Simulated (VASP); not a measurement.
A run of VASP 6.6.1 is set up as follows.

The input INCAR:

```
SYSTEM = MgO
ALGO = Normal
EDIFF = 1E-6
ENCUT = 520
GGA = PS
ISIF = 2
ISMEAR = -1
LASPH = .TRUE.
LCHARG = .FALSE.
LREAL = .FALSE.
LWAVE = .FALSE.
NBANDS = 26
NELM = 80
PREC = Accurate
SIGMA = 0.03
```

File KPOINTS:

```
k-points
0
G
  9 9 2
  0 0 0
```

File POSCAR:

```
MgO
1.0
    3.2550661695      0.0000000000      0.0000000000
   -1.6275330848      2.8189699938      0.0000000000
    0.0000000000      0.0000000000     10.4152758943
Mg O
4 4
Direct
    0.0000000000      0.0000000000     -0.0021923821
    0.3333333333      0.6666666667      0.2491587697
    0.0000000000      0.0000000000      0.4978076179
    0.6666666667      0.3333333333      0.7491587697
    0.0000000000      0.0000000000      0.1892025737
    0.3333333333      0.6666666667      0.4388310387
    0.0000000000      0.0000000000      0.6892025737
    0.6666666667      0.3333333333      0.9388310387
```

Potentials or basis: VASP PAW PBE potentials, release 64 (Mg, O).

Run with:

```bash
$ cat potpaw_PBE.64/Mg/POTCAR potpaw_PBE.64/O/POTCAR > POTCAR
$ mpirun -np 1 vasp_std > vasp.out
```

Task: Predict the pressure.

Result: -0.3 GPa.

Task: Estimate the band gap on the k mesh.

Result: 3.46 eV.

Caveat: the PAW data sets were made with another functional, which shifts forces and pressure a little.
